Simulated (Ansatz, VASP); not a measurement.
## Pd: VASP beside Ansatz

```
Pd
1.0
     0.00000    1.95585    1.95585
     1.95585    0.00000    1.95585
     1.95585    1.95585    0.00000
Pd
1
Direct
  0.00000 0.00000 0.00000
```

Alike in both runs: task single point; functional r2SCAN; k mesh 14 × 14 × 14; occupations gaussian, width 0.6 eV; no spin polarisation.

|  | VASP | Ansatz |
| --- | --- | --- |
| version | VASP 6.6.1 | Ansatz 0.2.0 |
| potentials or method | VASP PAW PBE potentials, release 64 (Pd), cutoff 520 eV | plane waves (500 eV) with PAW, scalar-relativistic |
| valence electrons in the cell | 10 | 18 |

|  | VASP | Ansatz | Ansatz less VASP |
| --- | --- | --- | --- |
| pressure (GPa) | 1.4 | 0.8 | -0.65 |

VASP's potentials were made for PBE, not for r2SCAN. VASP's potentials hold 10 valence electrons a cell and Ansatz's 18, so a difference there can come from the potentials and not from the codes.
